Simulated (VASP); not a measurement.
# CoPtO2 (R-3m) in VASP: single point with PBE

Aim: the single point of CoPtO2 with PBE.

All numbers are computed with VASP 6.6.1; they aren't measurements. Logs are shortened: lines on timing, memory, paths and dates and some standing lists are left out, and cuts for length are marked.

## (1) The cell of the first run

It takes space group R-3m (No. 166, trigonal). Conventional cell: a = 2.848 Å, b = 2.848 Å, c = 17.751 Å, α = 90.00°, β = 90.00°, γ = 120.00°. Co (site symmetry -3m) has 6 O at 1.90 Å within 2.5 Å. Pt (site symmetry -3m) has 2 O at 2.00 Å within 2.7 Å. Within 2.6 Å of O (site symmetry 3m) lie 3 Co at 1.90 Å and 1 Pt at 2.00 Å and 3 O at 2.52 Å.

## (2) Single point, PBE, collinear spin, ferromagnetic start

INCAR reads:

```
SYSTEM = CoPtO2
PREC = Accurate
ENCUT = 700
EDIFF = 1E-6
ISMEAR = 0
SIGMA = 0.1
LREAL = .False.
LASPH = .True.
NELM = 200
ALGO = Normal
ISIF = 2
LWAVE = .False.
LCHARG = .False.
ISPIN = 2
MAGMOM = 3 0 0 0
LORBIT = 11
LMAXMIX = 4
GGA = PE
NBANDS = 36
GGA_COMPAT = .False.
```

KPOINTS reads:

```
regular mesh
0
Gamma
  6 6 6
  0 0 0
```

POSCAR reads:

```
CoPtO2
1.0
    1.4241423551      0.8222289721      5.9168442928
   -1.4241423551      0.8222289721      5.9168442928
    0.0000000000     -1.6444579442      5.9168442928
Co Pt O
1 1 2
Direct
    0.5000000000      0.5000000000      0.5000000000
    0.0000000000      0.0000000000      0.0000000000
    0.1128397895      0.1128397895      0.1128397895
    0.8871602105      0.8871602105      0.8871602105
```

Potentials or basis: VASP PAW PBE potentials, release 64 (Co_sv, Pt_sv_GW, O).

Command:

```
$ cat potpaw_PBE.64/Co_sv/POTCAR potpaw_PBE.64/Pt_sv_GW/POTCAR potpaw_PBE.64/O/POTCAR > POTCAR
$ mpirun -np 1 vasp_std > vasp.out
```

OUTCAR:

```text
SYSTEM = CoPtO2
   PREC = Accurate
   ENCUT = 700
   EDIFF = 1E-6
   ISMEAR = 0
   LREAL = .False.
   LASPH = .True.
   NELM = 200
   ISIF = 2
   ISPIN = 2
   LORBIT = 11
   GGA = PE

 ion  position               nearest neighbor table
   1  0.500  0.500  0.500-   3 1.90   3 1.90   4 1.90   4 1.90   3 1.90   4 1.90
   2  0.000  0.000  0.000-   3 2.00   4 2.00
   3  0.113  0.113  0.113-   1 1.90   1 1.90   1 1.90   2 2.00
   4  0.887  0.887  0.887-   1 1.90   1 1.90   1 1.90   2 2.00

  LATTYP: Found a trigonal (rhomboedric) cell.
 ALAT       =     6.1411145825
 COS(alpha) =     0.8924420787

  Lattice vectors:

 A1 = (   1.4241423551,   0.8222289721,   5.9168442928)
 A2 = (  -1.4241423551,   0.8222289721,   5.9168442928)
 A3 = (   0.0000000000,  -1.6444579442,   5.9168442928)

Analysis of symmetry for initial positions (statically):
=====================================================================
 Subroutine PRICEL returns:
 Original cell was already a primitive cell.

 Routine SETGRP: Setting up the symmetry group for a
 trigonal (rhombohedral) supercell.

 Subroutine GETGRP returns: Found 12 space group operations
 (whereof 12 operations were pure point group operations)
 out of a pool of 12 trial point group operations.

The static configuration has the point symmetry D_3d.

Analysis of symmetry for dynamics (positions and initial velocities):
=====================================================================
 Subroutine PRICEL returns:
 Original cell was already a primitive cell.

 Routine SETGRP: Setting up the symmetry group for a
 trigonal (rhombohedral) supercell.

 Subroutine GETGRP returns: Found 12 space group operations
 (whereof 12 operations were pure point group operations)
 out of a pool of 12 trial point group operations.

The dynamic configuration has the point symmetry D_3d.

Analysis of structural, dynamic, and magnetic symmetry:
=====================================================================
 Subroutine PRICEL returns:
 Original cell was already a primitive cell.

 Routine SETGRP: Setting up the symmetry group for a
 trigonal (rhombohedral) supercell.

 Subroutine GETGRP returns: Found 12 space group operations
 (whereof 12 operations were pure point group operations)
 out of a pool of 12 trial point group operations.

The overall configuration has the point symmetry D_3d.

 Subroutine INISYM returns: Found 12 space group operations
[... 130 lines left out ...]
   LEPSILON=     F    determine dielectric tensor
   LRPA    =     F    only Hartree local field effects (RPA)
 spin polarized calculation
 Gauss-broadening in eV      SIGMA  =   0.10
  energy-cutoff  :      700.00
  volume of cell :       41.57
 maximum number of plane-waves:      1763
 NGX is ok and might be reduce to    54
   NGX = 27   NGY = 27   NGZ = 27

 number of electron      46.9999984 magnetization      -0.0004332

 number of electron      46.9999984 magnetization       0.0000662

 Free energy of the ion-electron system (eV)
  ---------------------------------------------------
  ext. energy  EPLUGINS =         0.00000000
  ---------------------------------------------------
  free energy    TOTEN  =       -26.65715488 eV

  energy without entropy =      -26.65269088  energy(sigma->0) =      -26.65492288

 E-fermi :   8.8447     XC(G=0): -12.9489

 val. band max:        8.8152920041   @ k =   0.5000   0.0000  -0.0000
 cond. band min:       8.9873948331   @ k =   0.5000   0.5000  -0.0000
 fundamental gap:      0.1721028290
 Fermi energy:         8.8447418179

 spin component 1

 k-point     1 :       0.0000    0.0000    0.0000
  band No.  band energies     occupation
      1     -89.9878      1.00000
      2     -86.9011      1.00000
      3     -50.1955      1.00000
      4     -50.1955      1.00000
      5     -50.1274      1.00000
      6     -44.5156      1.00000
[... 901 lines left out ...]
     34      23.9088      0.00000
     35      25.8844      0.00000

 [... further k-points ...]

 spin component 2

 k-point     1 :       0.0000    0.0000    0.0000
  band No.  band energies     occupation
      1     -89.9878      1.00000
      2     -86.9012      1.00000
      3     -50.1955      1.00000
      4     -50.1955      1.00000
      5     -50.1274      1.00000
      6     -44.5157      1.00000
[... 901 lines left out ...]
     34      23.9089      0.00000
     35      25.8845      0.00000

 [... further k-points ...]

 [bands above 35 left out]

------------------------ aborting loop because EDIFF is reached ----------------------------------------

  FORCE on cell =-STRESS in cart. coord.  units (eV):
  Direction    XX          YY          ZZ          XY          YZ          ZX
  --------------------------------------------------------------------------------------
  -------------------------------------------------------------------------------------
  Total        0.3667171      0.3667171      0.9623769      0.0000000     -0.0000000      0.0000000
  in kB       14.1336437     14.1336437     37.0909703      0.0000000     -0.0000000      0.0000000
  external PRESSURE =      21.7860859 kB  Pullay stress =       0.0000000 kB

 VOLUME and BASIS-vectors are now :
 -----------------------------------------------------------------------------
  energy-cutoff  :      700.00
  volume of cell :       41.57
      direct lattice vectors                 reciprocal lattice vectors
     1.424142355  0.822228972  5.916844293     0.351088498  0.202701039  0.056336337
    -1.424142355  0.822228972  5.916844293    -0.351088498  0.202701039  0.056336337
     0.000000000 -1.644457944  5.916844293     0.000000000 -0.405402077  0.056336337

 POSITION                                       TOTAL-FORCE (eV/Angst)
 -----------------------------------------------------------------------------------
      0.00000      0.00000      8.87527         0.000000      0.000000     -0.000000
      0.00000      0.00000      0.00000         0.000000     -0.000000     -0.000000
      0.00000      0.00000      2.00297         0.000000      0.000000     -0.204051
      0.00000      0.00000     15.74757         0.000000     -0.000000      0.204051
 -----------------------------------------------------------------------------------
    total drift:                                0.000000     -0.000000      0.000000

  FREE ENERGIE OF THE ION-ELECTRON SYSTEM (eV)
  ---------------------------------------------------
  free  energy   TOTEN  =       -26.6571548779 eV

  energy  without entropy=      -26.6526908829  energy(sigma->0) =      -26.65492288

 total charge

# of ion       s       p       d       f       tot
--------------------------------------------------
    1        2.203   6.137   6.699   0.000  15.039
    2        4.207   6.077   7.422   0.031  17.737
    3        1.552   3.462   0.000   0.000   5.014
    4        1.552   3.462   0.000   0.000   5.014
--------------------------------------------------
tot          9.515  19.138  14.121   0.031  42.805

 magnetization (x)

# of ion       s       p       d       f       tot
--------------------------------------------------
    1        0.000  -0.000   0.000   0.000   0.000
    2       -0.000  -0.000  -0.000   0.000  -0.000
    3       -0.000  -0.000   0.000   0.000  -0.000
    4       -0.000  -0.000   0.000   0.000  -0.000
--------------------------------------------------
tot         -0.000  -0.000  -0.000   0.000  -0.000
```

OSZICAR:

```text
N       E                     dE             d eps       ncg     rms          rms(c)
DAV:   1     0.722400756503E+03    0.72240E+03   -0.33549E+04  6480   0.317E+03
[... 12 lines left out ...]
DAV:  14    -0.266576485734E+02    0.10003E-02   -0.25088E-03  6232   0.488E-01    0.625E-01
DAV:  15    -0.266573219583E+02    0.32662E-03   -0.55267E-04  6972   0.237E-01    0.367E-01
DAV:  16    -0.266571812482E+02    0.14071E-03   -0.16446E-04  6256   0.162E-01    0.172E-01
DAV:  17    -0.266571631712E+02    0.18077E-04   -0.55874E-05  5884   0.618E-02    0.101E-01
DAV:  18    -0.266571584829E+02    0.46883E-05   -0.59193E-06  5984   0.304E-02    0.576E-02
DAV:  19    -0.266571554098E+02    0.30732E-05   -0.22392E-06  4616   0.201E-02    0.171E-02
DAV:  20    -0.266571548779E+02    0.53184E-06   -0.10776E-06  3128   0.126E-02
   1 F= -.26657155E+02 E0= -.26654923E+02  d E =-.446400E-02  mag=    -0.0001
```

It took 9.2 min on 1 thread of Intel Xeon 6975P-C (Granite Rapids), shared host; peak memory 0.56 GiB.

Results:

| Property | Result |
| --- | --- |
| Free energy | -26.6572 eV |
| Pressure | 2.2 GPa |
| Largest force | 0.204 eV/Å |
| Net moment | 0.00 μB per cell |
| Valence electrons inside the program's atomic spheres | Co 15.04; Pt 17.74; O 5.01 |

Forces in eV/Å, atoms in the order of the input:
```
Co   0.000  0.000  0.000
Pt   0.000  0.000  0.000
O    0.000  0.000 -0.204
O    0.000  0.000  0.204
```

Stress tensor (GPa, compression positive):
```
1.41 0.00 0.00
0.00 1.41 0.00
0.00 0.00 3.71
```

Caveat: the k points lie up to 0.43 Å⁻¹ apart; the moments typed at the start vanished in this run; spin-orbit coupling is left out, which moves the levels of the heavy elements; semilocal functionals often make such compounds metallic where correlation or magnetic order opens a gap, which also shifts bond lengths. With open d or f shells a metallic result of PBE can be an artefact of self-interaction; +U or a hybrid may open a gap.
